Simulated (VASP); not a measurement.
# NaI (Immm) in VASP: further runs, part 2 of 2

VASP 6.6.1. Earlier steps stand in the parts before.

## Step 3: Single point, PBE (strain +0.0175 x Voigt [0, 0, 0, 0, 1, 0])

INCAR

```
ALGO     = Normal         # electronic algorithm
EDIFF    = 1E-6           # SCF threshold, eV
ENCUT    = 520            # plane-wave cutoff, eV
GGA      = PE             # functional
ISIF     = 2              # what is computed and relaxed
ISMEAR   = 0              # smearing method
LASPH    = T              # aspherical terms in the spheres
LCHARG   = T              # write CHGCAR
LELF     = T              # ELF
LREAL    = F              # projectors in reciprocal space
LVHAR    = T            
LWAVE    = F              # write WAVECAR
NBANDS   = 14             # bands
NELM     = 60             # most SCF steps
PREC     = Accurate       # precision mode
SIGMA    = 0.05           # smearing width, eV
```

KPOINTS

```
k-points
0
Gamma
  6 6 6
```

POSCAR

```
NaI
1.0
    0.0283185000      3.2364000000      3.2364000000
    3.2647185000      0.0000000000      3.2647185000
    3.2364000000      3.2364000000      0.0283185000
Na I
1 1
Direct
    0.0000000000      0.0000000000      0.0000000000
    0.5000000000      0.5000000000      0.5000000000
```

Potentials or basis: VASP PAW PBE potentials, release 64 (Na_pv, I).

The run is started by

```console
cat potpaw_PBE.64/Na_pv/POTCAR potpaw_PBE.64/I/POTCAR > POTCAR
mpirun -np 1 vasp_std > vasp.out
```

OUTCAR:

```text
EDIFF = 1E-6
   ENCUT = 520
   GGA = PE
   ISIF = 2
   ISMEAR = 0
   LASPH = T
   LREAL = F
   NELM = 60
   PREC = Accurate

 ion  position               nearest neighbor table
   1  0.000  0.000  0.000-
   2  0.500  0.500  0.500-

  LATTYP: Found a body centered orthorhombic cell.
 ALAT       =     4.5369123665
 B/A-ratio  =     1.0176544767
 C/A-ratio  =     1.4266971625

  Lattice vectors:

 A1 = (   0.0283185000,  -3.2364000000,   3.2364000000)
 A2 = (  -0.0283185000,  -3.2364000000,  -3.2364000000)
 A3 = (   3.2364000000,   3.2364000000,   0.0283185000)

Analysis of symmetry for initial positions (statically):
=====================================================================
 Subroutine PRICEL returns:
 Original cell was already a primitive cell.

 Routine SETGRP: Setting up the symmetry group for a
 body centered orthorhombic supercell.

 Subroutine GETGRP returns: Found  8 space group operations
 (whereof  8 operations were pure point group operations)
 out of a pool of  8 trial point group operations.

The static configuration has the point symmetry D_2h.

Analysis of symmetry for dynamics (positions and initial velocities):
=====================================================================
 Subroutine PRICEL returns:
 Original cell was already a primitive cell.

 Routine SETGRP: Setting up the symmetry group for a
 body centered orthorhombic supercell.

 Subroutine GETGRP returns: Found  8 space group operations
 (whereof  8 operations were pure point group operations)
 out of a pool of  8 trial point group operations.

The dynamic configuration has the point symmetry D_2h.

 Subroutine INISYM returns: Found  8 space group operations
 (whereof  8 operations are pure point group operations),
 and found     1 'primitive' translations

----------------------------------------------------------------------------------------

                                     Primitive cell

[... 114 lines left out ...]
   LORBIT       =      0    0 simple, 1 ext, 2 COOP (PROOUT), +10 PAW based schemes
   GGA     = PE    functional components
   LHFCALC =     F    Hartree Fock is set to
   AEXX    =    0.0000 exact exchange contribution
   IVDW    =     0    specifies the selected vdW correction
   LEPSILON=     F    determine dielectric tensor
   LRPA    =     F    only Hartree local field effects (RPA)
 non-spin polarized calculation
 Gauss-broadening in eV      SIGMA  =   0.05
  energy-cutoff  :      520.00
  volume of cell :       67.79
 maximum number of plane-waves:      1846
 NGX is ok and might be reduce to    36
   NGX = 17   NGY = 17   NGZ = 17

 number of electron      13.9999994 magnetization

 Free energy of the ion-electron system (eV)
  ---------------------------------------------------
  ext. energy  EPLUGINS =         0.00000000
  ---------------------------------------------------
  free energy    TOTEN  =        -5.38445142 eV

  energy without entropy =       -5.38445142  energy(sigma->0) =       -5.38445142

 E-fermi :   1.1225     XC(G=0):  -7.7049

 val. band max:        0.8463938108   @ k =   0.0000   0.0000   0.0000
 cond. band min:       4.4470443709   @ k =   0.0000   0.0000   0.0000
 fundamental gap:      3.6006505601
 Fermi energy:         1.1224601145

 k-point     1 :       0.0000    0.0000    0.0000
  band No.  band energies     occupation
      1     -21.6332      2.00000
      2     -21.6323      2.00000
      3     -21.6314      2.00000
      4     -10.2100      2.00000
      5       0.7703      2.00000
      6       0.8070      2.00000
      7       0.8464      2.00000
      8       4.4470      0.00000
      9       8.6393      0.00000
     10       8.7385      0.00000
     11       8.8370      0.00000
     12      10.5555      0.00000
     13      10.5581      0.00000
     14      11.2421      0.00000
[... 377 lines left out ...]
      1     -21.6374      2.00000
      2     -21.6337      2.00000
      3     -21.6318      2.00000
      4      -9.8961      2.00000
      5      -1.0506      2.00000
      6       0.0708      2.00000
      7       0.4854      2.00000
      8       6.6148      0.00000
      9       7.6311      0.00000
     10       8.6152      0.00000
     11       8.8096      0.00000
     12      10.8015      0.00000
     13      12.2404      0.00000
     14      12.9359      0.00000

 [... further k-points ...]
[... 5 lines left out ...]
  --------------------------------------------------------------------------------------
  -------------------------------------------------------------------------------------
  Total        0.1832404      0.1813300      0.1832404      0.0000000      0.0000000     -0.0532069
  in kB        4.3306051      4.2854553      4.3306051      0.0000000      0.0000000     -1.2574622
  external PRESSURE =       4.3155552 kB  Pullay stress =       0.0000000 kB

 VOLUME and BASIS-vectors are now :
 -----------------------------------------------------------------------------
  energy-cutoff  :      520.00
  volume of cell :       67.79
      direct lattice vectors                 reciprocal lattice vectors
     0.028318500  3.236400000  3.236400000    -0.155856390  0.154492646  0.155856390
     3.264718500  0.000000000  3.264718500     0.153152561 -0.154492646  0.153152561
     3.236400000  3.236400000  0.028318500     0.155856390  0.154492646 -0.155856390

 POSITION                                       TOTAL-FORCE (eV/Angst)
 -----------------------------------------------------------------------------------
      0.00000      0.00000      0.00000        -0.000000      0.000000      0.000000
      3.26472      3.23640      3.26472         0.000000     -0.000000     -0.000000
 -----------------------------------------------------------------------------------
    total drift:                                0.000000      0.000000      0.000000

  FREE ENERGIE OF THE ION-ELECTRON SYSTEM (eV)
  ---------------------------------------------------
  free  energy   TOTEN  =        -5.3844514173 eV

  energy  without entropy=       -5.3844514173  energy(sigma->0) =       -5.38445142
```

OSZICAR:

```text
N       E                     dE             d eps       ncg     rms          rms(c)
DAV:   1     0.836057316063E+02    0.83606E+02   -0.66229E+03  1288   0.894E+02
DAV:   2     0.107049709269E+01   -0.82535E+02   -0.76314E+02  1362   0.217E+02
DAV:   3    -0.529799526862E+01   -0.63685E+01   -0.63296E+01  1690   0.599E+01
DAV:   4    -0.544893800782E+01   -0.15094E+00   -0.15091E+00  1668   0.953E+00
DAV:   5    -0.545225089129E+01   -0.33129E-02   -0.33128E-02  1734   0.137E+00    0.162E+00
DAV:   6    -0.539104847514E+01    0.61202E-01   -0.70682E-02  1606   0.154E+00    0.110E+00
DAV:   7    -0.538239998456E+01    0.86485E-02   -0.64917E-02  1648   0.130E+00    0.612E-01
DAV:   8    -0.538447291599E+01   -0.20729E-02   -0.53952E-03  1510   0.580E-01    0.184E-01
DAV:   9    -0.538443566616E+01    0.37250E-04   -0.21683E-04  1624   0.127E-01    0.395E-02
DAV:  10    -0.538445004194E+01   -0.14376E-04   -0.36142E-05  1594   0.602E-02    0.108E-02
DAV:  11    -0.538445107380E+01   -0.10319E-05   -0.39967E-06  1630   0.189E-02    0.182E-03
DAV:  12    -0.538445141726E+01   -0.34346E-06   -0.51682E-07  1446   0.514E-03
   1 F= -.53844514E+01 E0= -.53844514E+01  d E =-.752481E-17
```

stdout:

```text
POSCAR found type information on POSCAR NaI
 POSCAR found :  2 types and       2 ions
 scaLAPACK will be used
 LDA part: xc-table for (Slater+PW92), standard interpolation
 POSCAR, INCAR and KPOINTS ok, starting setup
 FFT: planning ... GRIDC
 FFT: planning ... GRID_SOFT
 FFT: planning ... GRID
 WAVECAR not read
 entering main loop
```

Run time: 28 s. Hardware: 1 thread of Intel Xeon Platinum 8488C (Sapphire Rapids), shared host; peak memory 0.22 GiB.

What came out:

- Free energy: -5.3845 eV
- Pressure: 0.4 GPa
- Band gap on the k mesh: 3.60 eV

Stress tensor (GPa, compression positive):
```
 0.43  0.00 -0.13
 0.00  0.43  0.00
-0.13  0.00  0.43
```

Levels at points of the mesh, in eV from the valence-band top:
```tsv
k point	band 5	band 6	band 7	band 8	band 9	band 10
(0.00, 0.00, 0.00)	-0.08	-0.04	0.00	3.60	7.79	7.89
(0.50, 0.00, 0.00)	-2.21	-0.36	-0.33	5.03	7.32	7.41
(0.00, 0.50, 0.00)	-2.23	-0.32	-0.28	5.08	7.40	7.49
(0.50, 0.50, 0.00)	-1.94	-0.78	-0.78	4.46	5.52	9.82
(0.50, 0.00, 0.50)	-1.94	-0.84	-0.73	4.45	5.52	9.83
```

Caveat: the cell differs from its parent crystal (strain +0.0175 x Voigt [0, 0, 0, 0, 1, 0]); spin-orbit coupling is left out, which moves the levels of the heavy elements.

## Step 4: Single point, PBE (strain +0.0125 x Voigt [0, 0, 0, 0, 1, 0])

INCAR

```
SYSTEM = NaI
ALGO = Normal
EDIFF = 1E-7
ENCUT = 520
GGA = PE
ISIF = 2
ISMEAR = 0
LASPH = .True.
LCHARG = .False.
LREAL = .False.
LWAVE = .False.
NBANDS = 14
NELM = 80
PREC = Accurate
SIGMA = 0.05
```

KPOINTS

```
k-points
0
Gamma
  6 6 6
  0 0 0
```

POSCAR

```
NaI
1.0
    0.0202275000      3.2364000000      3.2364000000
    3.2566275000      0.0000000000      3.2566275000
    3.2364000000      3.2364000000      0.0202275000
Na I
1 1
Direct
    0.0000000000      0.0000000000      0.0000000000
    0.5000000000      0.5000000000      0.5000000000
```

The run is started by

```console
cat potpaw_PBE.64/Na_pv/POTCAR potpaw_PBE.64/I/POTCAR > POTCAR
mpirun -np 1 vasp_std > vasp.out
```

Wall time 28 s (1 thread of Intel Xeon Platinum 8488C (Sapphire Rapids), shared host); peak memory 0.22 GiB.

Results (log left out):

```yaml
Free_energy: -5.3847 eV
Pressure: 0.4 GPa
Band_gap_on_the_k_mesh: 3.61 eV
```

Stress tensor (GPa, compression positive):
```
 0.43  0.00 -0.09
 0.00  0.43  0.00
-0.09  0.00  0.43
```

Levels at points of the mesh, in eV from the valence-band top:
| k point | band 5 | band 6 | band 7 | band 8 | band 9 | band 10 |
| --- | --- | --- | --- | --- | --- | --- |
| (0.00, 0.00, 0.00) | -0.05 | -0.03 | 0.00 | 3.61 | 7.83 | 7.90 |
| (0.50, 0.00, 0.00) | -2.20 | -0.33 | -0.31 | 5.05 | 7.36 | 7.42 |
| (0.00, 0.50, 0.00) | -2.21 | -0.31 | -0.28 | 5.08 | 7.41 | 7.48 |
| (0.50, 0.50, 0.00) | -1.93 | -0.77 | -0.77 | 4.47 | 5.53 | 9.84 |
| (0.50, 0.00, 0.50) | -1.93 | -0.81 | -0.73 | 4.46 | 5.53 | 9.84 |

Caveat: the cell differs from its parent crystal (strain +0.0125 x Voigt [0, 0, 0, 0, 1, 0]); spin-orbit coupling is left out, which moves the levels of the heavy elements.

## Step 5: Summary

| cell | gap on the mesh (eV) | pressure (GPa) |
| --- | --- | --- |
| a = 4.577, b = 4.588 Å, angles 59.9, 59.8, 59.9°, 2 atoms | 3.63 | 0.4 |
| a = 4.577, b = 4.617 Å, angles 59.7, 59.4, 59.7°, 2 atoms | 3.60 | 0.4 |
| a = 4.577, b = 4.606 Å, angles 59.8, 59.6, 59.8°, 2 atoms | 3.61 | 0.4 |

Alike in all rows: task single point; level PBE; potentials or basis VASP PAW PBE potentials, release 64 (Na_pv, I); no spin polarisation; k mesh 6 × 6 × 6; cutoff (eV) 520; smearing gaussian 0.05 eV.

Caveats: spin-orbit coupling is left out, which moves the levels of the heavy elements.

Total energies depend on the potentials used, so only differences within one code and one set of settings carry meaning.
